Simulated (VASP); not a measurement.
# SnO (Pmn2_1) in VASP: further runs

The runs below take SnO through single point, with PBE, r2SCAN.

Program: VASP 6.6.1. These are calculated values, not measurements. Logs are shortened: lines on timing, memory, paths and dates and some standing lists are left out, and cuts for length are marked.

### Step 1. The cell of the first run

It takes space group Pmn2_1 (No. 31, orthorhombic). The conventional cell has a = 3.426 Å, b = 5.972 Å, c = 4.150 Å, α = 90.00°, β = 90.00°, γ = 90.00°. Within 2.8 Å of Sn (site symmetry m) lie 3 O at 2.11 to 2.14 Å. Within 2.8 Å of O (site symmetry m) lie 3 Sn at 2.11 to 2.14 Å.

### Step 2. Single point, PBE (strain +3.7%)

Input file INCAR:

```
PREC = Accurate ; ENCUT = 520
EDIFF = 1E-6 ; ISMEAR = -1
SIGMA = 0.02 ; LREAL = False
LASPH = True ; NELM = 60
ALGO = Normal ; ISIF = 2
LWAVE = False ; LCHARG = False
GGA = PE ; NBANDS = 28
```

Input file KPOINTS:

```
regular mesh
0
Gamma
  8 4 6
```

Input file POSCAR:

```
SnO
1.0
    3.4263210296      0.0000000000      0.0000000000
    0.0000000000      5.9724673623      0.0000000000
    0.0000000000      0.0000000000      4.1500371979
Sn O
2 2
Direct
    0.0000000000      0.2166926976      0.5013626841
    0.5000000000      0.7833073024      0.0013626841
    0.0000000000      0.9084112015      0.7486383159
    0.5000000000      0.0915887985      0.2486383159
```

Potentials or basis: VASP PAW PBE potentials, release 64 (Sn_d, O).

Launch:

```bash
> cat potpaw_PBE.64/Sn_d/POTCAR potpaw_PBE.64/O/POTCAR > POTCAR
> mpirun -np 1 vasp_std > vasp.out
```

OUTCAR:

```text
PREC = Accurate
   ENCUT = 520
   EDIFF = 1E-6
   ISMEAR = -1
   LREAL = False
   LASPH = True
   NELM = 60
   ISIF = 2
   GGA = PE

 ion  position               nearest neighbor table
   1  0.000  0.217  0.501-   3 2.11   4 2.14   4 2.14   2 3.73   2 3.73   2 3.73   2 3.73
   2  0.500  0.783  0.001-   4 2.11   3 2.14   3 2.14   1 3.73   1 3.73   1 3.73   1 3.73
   3  0.000  0.908  0.749-   1 2.11   2 2.14   2 2.14
   4  0.500  0.092  0.249-   2 2.11   1 2.14   1 2.14

  LATTYP: Found a simple orthorhombic cell.
 ALAT       =     3.4263210296
 B/A-ratio  =     1.2112225218
 C/A-ratio  =     1.7431137686

  Lattice vectors:

 A1 = (  -3.4263210296,   0.0000000000,   0.0000000000)
 A2 = (   0.0000000000,   0.0000000000,   4.1500371979)
 A3 = (   0.0000000000,   5.9724673623,   0.0000000000)

Analysis of symmetry for initial positions (statically):
=====================================================================
 Subroutine PRICEL returns:
 Original cell was already a primitive cell.

 Routine SETGRP: Setting up the symmetry group for a
 simple orthorhombic supercell.

 Subroutine GETGRP returns: Found  4 space group operations
 (whereof  2 operations were pure point group operations)
 out of a pool of  8 trial point group operations.

The static configuration has the point symmetry C_1h.
 The point group associated with its full space group is C_2v.

Analysis of symmetry for dynamics (positions and initial velocities):
=====================================================================
 Subroutine PRICEL returns:
 Original cell was already a primitive cell.

 Routine SETGRP: Setting up the symmetry group for a
 simple orthorhombic supercell.

 Subroutine GETGRP returns: Found  4 space group operations
 (whereof  2 operations were pure point group operations)
 out of a pool of  8 trial point group operations.

The dynamic configuration has the point symmetry C_1h.
 The point group associated with its full space group is C_2v.

 Subroutine INISYM returns: Found  4 space group operations
 (whereof  2 operations are pure point group operations),
 and found     1 'primitive' translations

----------------------------------------------------------------------------------------

                                     Primitive cell

  volume of cell :      84.9247
[... 84 lines left out ...]
   PREC   = accura    normal or accurate (medium, high low for compatibility)
   ISTART =      0    job   : 0-new  1-cont  2-samecut
   ICHARG =      2    charge: 1-file 2-atom 10-const
   ISPIN  =      1    spin polarized calculation?
   LNONCOLLINEAR =      F non collinear calculations
   LSORBIT =      F    spin-orbit coupling
   LASPH  =      T    aspherical Exc in radial PAW
   ENCUT  =  520.0 eV  38.22 Ry    6.18 a.u.   6.37 11.10  7.72*2*pi/ulx,y,z
   NELM   =     60;   NELMIN=  2; NELMDL= -5     # of ELM steps
   EDIFF  = 0.1E-05   stopping-criterion for ELM
   LREAL  =      F    real-space projection
   EDIFFG = 0.1E-04   stopping-criterion for IOM
   NSW    =      0    number of steps for IOM
   IBRION =     -1    ionic relax: 0-MD 1-quasi-New 2-CG
   NFREE  =      0    steps in history (QN), initial steepest desc. (CG)
   ISIF   =      2    stress and relaxation
   ISYM   =      2    0-nonsym 1-usesym 2-fastsym
   POTIM  = 0.5000    time-step for ionic-motion
   TEBEG  =    0.0;   TEEND  =   0.0 temperature during run
   PSTRESS=    0.0 pullay stress
   NELECT =      40.0000    total number of electrons
   NUPDOWN=      -1.0000    fix difference up-down
   EMIN   =  10.00;   EMAX   =-10.00  energy-range for DOS
   EFERMI =   0.00;   METHOD = LEGACY
   ISMEAR =    -1;   SIGMA  =   0.02  broadening in eV -4-tet -1-fermi 0-gaus
   EFERMI_NEDOS =   21; number of points for ismear=-14 and -15
   IALGO  =     38    algorithm
   IMIX   =      4    mixing-type and parameters
     AMIX     =   0.40;   BMIX     =  1.00
     AMIX_MAG =   1.60;   BMIX_MAG =  1.00
  volume/ion in A,a.u.               =      21.23       143.27
  Fermi-wavevector in a.u.,A,eV,Ry     =   1.273748  2.407035 22.074558  1.622434
  Thomas-Fermi vector in A             =   2.406554
   LORBIT       =      0    0 simple, 1 ext, 2 COOP (PROOUT), +10 PAW based schemes
   GGA     = PE    functional components
   LHFCALC =     F    Hartree Fock is set to
   AEXX    =    0.0000 exact exchange contribution
   IVDW    =     0    specifies the selected vdW correction
   LEPSILON=     F    determine dielectric tensor
   LRPA    =     F    only Hartree local field effects (RPA)
 non-spin polarized calculation
  energy-cutoff  :      520.00
  volume of cell :       84.92
 maximum number of plane-waves:      2324
 NGX is ok and might be reduce to    28
   NGX = 13   NGY = 23   NGZ = 15

 number of electron      39.9999989 magnetization

 Free energy of the ion-electron system (eV)
  ---------------------------------------------------
  ext. energy  EPLUGINS =         0.00000000
  ---------------------------------------------------
  free energy    TOTEN  =       -22.41882061 eV

  energy without entropy =      -22.41882061  energy(sigma->0) =      -22.41882061

 E-fermi :   4.8923     XC(G=0):  -9.1936

 val. band max:        4.4470771104   @ k =   0.0000   0.0000   0.0000
 cond. band min:       6.1454116071   @ k =   0.3750   0.5000   0.0000
 fundamental gap:      1.6983344967
 Fermi energy:         4.8922877453

 k-point     1 :       0.0000    0.0000    0.0000
  band No.  band energies     occupation
      1     -16.8927      2.00000
      2     -16.5081      2.00000
      3     -16.4307      2.00000
      4     -16.4125      2.00000
      5     -16.3862      2.00000
      6     -16.3597      2.00000
[... 733 lines left out ...]
     27      13.1524      0.00000
     28      14.5087      0.00000

 [... further k-points ...]
[... 5 lines left out ...]
  --------------------------------------------------------------------------------------
  -------------------------------------------------------------------------------------
  Total        0.7761294      1.4880332      1.4895835      0.0000000      0.0000000      0.0000000
  in kB       14.6423543     28.0730351     28.1022838      0.0000000      0.0000000      0.0000000
  external PRESSURE =      23.6058911 kB  Pullay stress =       0.0000000 kB

 VOLUME and BASIS-vectors are now :
 -----------------------------------------------------------------------------
  energy-cutoff  :      520.00
  volume of cell :       84.92
      direct lattice vectors                 reciprocal lattice vectors
     3.426321030  0.000000000  0.000000000     0.291858233  0.000000000  0.000000000
     0.000000000  5.972467362  0.000000000     0.000000000  0.167434988  0.000000000
     0.000000000  0.000000000  4.150037198     0.000000000  0.000000000  0.240961696

 POSITION                                       TOTAL-FORCE (eV/Angst)
 -----------------------------------------------------------------------------------
      0.00000      1.29419      2.08067         0.000000      0.561475      0.131328
      1.71316      4.67828      0.00566         0.000000     -0.561475      0.131328
      0.00000      5.42546      3.10688         0.000000     -0.119798     -0.131328
      1.71316      0.54701      1.03186         0.000000      0.119798     -0.131328
 -----------------------------------------------------------------------------------
    total drift:                                0.000000      0.000000      0.001192

  FREE ENERGIE OF THE ION-ELECTRON SYSTEM (eV)
  ---------------------------------------------------
  free  energy   TOTEN  =       -22.4188206108 eV

  energy  without entropy=      -22.4188206108  energy(sigma->0) =      -22.41882061
```

OSZICAR:

```text
N       E                     dE             d eps       ncg     rms          rms(c)
DAV:   1     0.436115629894E+03    0.43612E+03   -0.20376E+04  3460   0.204E+03
DAV:   2     0.446198306197E+02   -0.39150E+03   -0.37571E+03  3512   0.531E+02
DAV:   3    -0.228836742330E+02   -0.67504E+02   -0.66062E+02  3804   0.187E+02
DAV:   4    -0.264143676128E+02   -0.35307E+01   -0.35128E+01  4008   0.464E+01
DAV:   5    -0.264981245086E+02   -0.83757E-01   -0.83744E-01  3712   0.769E+00    0.121E+01
DAV:   6    -0.224658718315E+02    0.40323E+01   -0.17846E+01  5440   0.471E+01    0.518E+00
DAV:   7    -0.224503364163E+02    0.15535E-01   -0.22640E+00  3928   0.903E+00    0.265E+00
DAV:   8    -0.224286377853E+02    0.21699E-01   -0.35126E-01  4888   0.424E+00    0.845E-01
DAV:   9    -0.224175651145E+02    0.11073E-01   -0.59365E-02  5224   0.255E+00    0.242E-01
DAV:  10    -0.224192572722E+02   -0.16922E-02   -0.89841E-03  4576   0.868E-01    0.158E-01
DAV:  11    -0.224187791614E+02    0.47811E-03   -0.21500E-03  5064   0.465E-01    0.221E-02
DAV:  12    -0.224188295216E+02   -0.50360E-04   -0.43927E-04  3636   0.115E-01    0.358E-02
DAV:  13    -0.224188206181E+02    0.89035E-05   -0.42736E-05  4688   0.730E-02    0.101E-02
DAV:  14    -0.224188206108E+02    0.73087E-08   -0.49571E-06  4012   0.165E-02
   1 F= -.22418821E+02 E0= -.22418821E+02  d E =-.161357E-11
```

It took 78 s on 1 thread of AMD EPYC 9R45 (Zen 5), shared host; peak memory 0.24 GiB.

What came out:

```yaml
Free_energy: -22.4188 eV
Pressure: 2.4 GPa
Largest_force: 0.577 eV/Å
Band_gap_on_the_k_mesh: 1.70 eV, indirect (least direct gap 2.64 eV)
```

Forces on the atoms (eV/Å):
```
Sn   0.000  0.561  0.131
Sn   0.000 -0.561  0.131
O    0.000 -0.120 -0.131
O    0.000  0.120 -0.131
```

Stress tensor (GPa, compression positive):
```
1.46 0.00 0.00
0.00 2.81 0.00
0.00 0.00 2.81
```

Levels at points of the mesh, in eV from the valence-band top:
```tsv
k point	band 17	band 18	band 19	band 20	band 21	band 22	band 23	band 24
(0.00, 0.00, 0.00)	-3.74	-2.90	-2.03	0.00	2.68	2.81	5.69	6.07
(0.50, 0.00, 0.00)	-2.73	-2.73	-1.28	-1.28	2.67	2.67	5.67	5.67
(0.00, 0.50, 0.00)	-4.07	-2.92	-1.79	-1.49	3.29	4.09	4.76	5.07
(0.50, 0.50, 0.00)	-2.78	-2.78	-1.03	-1.03	2.03	2.03	6.39	6.39
(0.00, 0.00, 0.50)	-3.38	-3.38	-1.76	-1.76	2.30	2.30	5.12	5.12
(0.50, 0.00, 0.50)	-3.16	-3.16	-0.91	-0.91	2.25	2.25	4.23	4.23
(0.00, 0.50, 0.50)	-3.17	-3.17	-1.51	-1.51	1.77	1.77	5.58	5.58
(0.50, 0.50, 0.50)	-3.32	-3.32	-0.55	-0.55	2.66	2.66	3.86	3.86
```

Caveat: the cell differs from its parent crystal (strain +3.7%); spin-orbit coupling is left out, which moves the levels of the heavy elements. A k mesh can miss the band edges.

### Step 3. Single point, r2SCAN (biaxial xy strain -5.3%)

Input file POSCAR:

```
SnO
1.0
    3.1277194475      0.0000000000      0.0000000000
    0.0000000000      5.4519708333      0.0000000000
    0.0000000000      0.0000000000      4.0008070933
Sn O
2 2
Direct
    0.0000000000      0.2441002993      0.5278874691
    0.5000000000      0.7558997007      0.0278874691
    0.0000000000      0.8836268900      0.7221135309
    0.5000000000      0.1163731100      0.2221135309
```

Input file INCAR.step1:

```
SYSTEM = SnO
  PREC = Accurate
  ENCUT = 520
  ISMEAR = 0
  SIGMA = 0.01
  LREAL = .False.
  LASPH = .True.
  NELM = 80
  NBANDS = 28
  GGA = PE
  ALGO = Normal
  EDIFF = 1E-4
  LWAVE = .True.
  LCHARG = .False.
```

Input file INCAR.step2:

```
SYSTEM = SnO
  PREC = Accurate
  ENCUT = 520
  EDIFF = 1E-6
  ISMEAR = 0
  SIGMA = 0.01
  LREAL = .False.
  LASPH = .True.
  NELM = 80
  ALGO = Normal
  ISIF = 2
  LWAVE = .False.
  LCHARG = .False.
  METAGGA = R2SCAN
  LMIXTAU = .True.
  NBANDS = 28
  ISTART = 1
```

Input file KPOINTS:

```
regular mesh
0
Gamma
  8 4 6
  0 0 0
```

Potentials or basis: VASP PAW PBE potentials, release 64 (Sn_d, O).

Launch:

```bash
> cat potpaw_PBE.64/Sn_d/POTCAR potpaw_PBE.64/O/POTCAR > POTCAR
> cp INCAR.step1 INCAR
> mpirun -np 1 vasp_std > vasp.out
> cp INCAR.step2 INCAR
> mpirun -np 1 vasp_std > vasp.out
```

It took 3.7 min on 1 thread of AMD EPYC 9R45 (Zen 5), shared host; peak memory 0.21 GiB.

It converged, with:

```yaml
Free_energy: -66.3908 eV
Pressure: 6.2 GPa
Largest_force: 0.122 eV/Å
Band_gap_on_the_k_mesh: 1.31 eV, indirect (least direct gap 1.57 eV)
```

Forces in eV/Å, atoms in the order of the input:
```
Sn   0.000  0.113  0.045
Sn   0.000 -0.113  0.045
O    0.000 -0.003 -0.045
O    0.000  0.003 -0.045
```

Stress tensor (GPa, compression positive):
```
9.80 0.00 0.00
0.00 4.99 0.00
0.00 0.00 3.95
```

Levels at points of the mesh, in eV from the valence-band top:
```tsv
k point	band 18	band 19	band 20	band 21	band 22	band 23
(0.00, 0.00, 0.00)	-2.77	-2.61	-0.12	3.53	4.12	6.91
(0.50, 0.00, 0.00)	-3.12	-1.24	-1.24	2.70	2.70	6.46
(0.00, 0.50, 0.00)	-2.80	-1.92	-1.81	3.64	4.58	5.72
(0.50, 0.50, 0.00)	-3.16	-0.94	-0.94	2.25	2.25	7.05
(0.00, 0.00, 0.50)	-3.32	-1.87	-1.87	3.71	3.71	6.32
(0.50, 0.00, 0.50)	-3.67	-1.19	-1.19	2.16	2.16	5.35
(0.00, 0.50, 0.50)	-3.31	-1.81	-1.81	2.57	2.57	7.37
(0.50, 0.50, 0.50)	-4.05	-0.25	-0.25	2.38	2.38	4.98
```

Caveat: the cell differs from its parent crystal (biaxial xy strain -5.3%); the PAW data sets were made with another functional, which shifts forces and pressure a little; spin-orbit coupling is left out, which moves the levels of the heavy elements. A k mesh can miss the band edges.

### Step 4. Single point, r2SCAN (strain -0.3%)

Input file POSCAR:

```
SnO
1.0
    3.2925448783      0.0000000000      0.0000000000
    0.0000000000      5.7392803112      0.0000000000
    0.0000000000      0.0000000000      3.9880045106
Sn O
2 2
Direct
    0.0000000000      0.2305427654      0.5185351226
    0.5000000000      0.7694572346      0.0185351226
    0.0000000000      0.8924944372      0.7314658774
    0.5000000000      0.1075055628      0.2314658774
```

Input file INCAR.step1:

```
SYSTEM = SnO
PREC = Accurate
ENCUT = 520
ISMEAR = 0
SIGMA = 0.01
LREAL = .False.
LASPH = .True.
NELM = 100
NBANDS = 28
GGA = PE
ALGO = Normal
EDIFF = 1E-4
LWAVE = .True.
LCHARG = .False.
```

Input file INCAR.step2:

```
SYSTEM = SnO
PREC = Accurate
ENCUT = 520
EDIFF = 1E-7
ISMEAR = 0
SIGMA = 0.01
LREAL = .False.
LASPH = .True.
NELM = 100
ALGO = Normal
ISIF = 2
LWAVE = .False.
LCHARG = .False.
METAGGA = R2SCAN
LMIXTAU = .True.
NBANDS = 28
ISTART = 1
```

KPOINTS is that of step 3.

Launch:

```bash
> cat potpaw_PBE.64/Sn_d/POTCAR potpaw_PBE.64/O/POTCAR > POTCAR
> cp INCAR.step1 INCAR
> mpirun -np 1 vasp_std > vasp.out
> cp INCAR.step2 INCAR
> mpirun -np 1 vasp_std > vasp.out
```

It took 4.2 min on 1 thread of AMD EPYC 9R45 (Zen 5), shared host; peak memory 0.23 GiB.

Results (log left out):

```yaml
Free_energy: -66.5711 eV
Pressure: 1.8 GPa
Largest_force: 0.123 eV/Å
Band_gap_on_the_k_mesh: 1.70 eV, indirect (least direct gap 2.37 eV)
```

Forces in eV/Å, atoms in the order of the input:
```
Sn   0.000  0.116  0.041
Sn   0.000 -0.116  0.041
O    0.000 -0.004 -0.041
O    0.000  0.004 -0.041
```

Stress tensor (GPa, compression positive):
```
2.06 0.00 0.00
0.00 1.70 0.00
0.00 0.00 1.66
```

Levels at points of the mesh, in eV from the valence-band top:
```csv
k point,band 16,band 17,band 18,band 19,band 20,band 21,band 22,band 23,band 24,band 25
"(0.00, 0.00, 0.00)",-4.33,-4.06,-2.97,-2.41,0.00,3.44,3.66,6.64,6.77,8.88
"(0.50, 0.00, 0.00)",-4.81,-3.02,-3.02,-1.31,-1.31,2.88,2.88,6.32,6.32,7.66
"(0.00, 0.50, 0.00)",-4.30,-4.06,-2.99,-1.97,-1.72,3.75,4.76,5.76,5.80,7.70
"(0.50, 0.50, 0.00)",-4.64,-3.06,-3.06,-1.04,-1.04,2.30,2.30,7.00,7.00,7.97
"(0.00, 0.00, 0.50)",-3.80,-3.59,-3.59,-1.80,-1.80,3.00,3.00,5.97,5.97,8.83
"(0.50, 0.00, 0.50)",-4.53,-3.59,-3.59,-1.09,-1.09,2.46,2.46,4.93,4.93,7.79
"(0.00, 0.50, 0.50)",-3.58,-3.30,-3.30,-1.64,-1.64,2.25,2.25,6.60,6.60,8.71
"(0.50, 0.50, 0.50)",-4.65,-3.83,-3.83,-0.47,-0.47,2.72,2.72,4.58,4.58,6.90
```

Caveat: the cell differs from its parent crystal (strain -0.3%); the PAW data sets were made with another functional, which shifts forces and pressure a little; spin-orbit coupling is left out, which moves the levels of the heavy elements.

### Step 5. The runs side by side

```csv
level,cell,smearing,gap on the mesh (eV),pressure (GPa),largest force (eV/Å)
PBE,"a = 3.426, b = 5.972, c = 4.150 Å, 4 atoms",fermi-dirac 0.02 eV,1.70,2.4,0.58
r2SCAN,"a = 3.128, b = 5.452, c = 4.001 Å, 4 atoms",gaussian 0.01 eV,1.31,6.2,0.12
r2SCAN,"a = 3.293, b = 5.739, c = 3.988 Å, 4 atoms",gaussian 0.01 eV,1.70,1.8,0.12
```

Alike in all rows: task single point; potentials or basis VASP PAW PBE potentials, release 64 (Sn_d, O); no spin polarisation; k mesh 8 × 4 × 6; cutoff (eV) 520.

Caveats: spin-orbit coupling is left out, which moves the levels of the heavy elements; the PAW data sets were made with another functional, which shifts forces and pressure a little (some runs).

Total energies depend on the potentials used, so only differences within one code and one set of settings carry meaning.
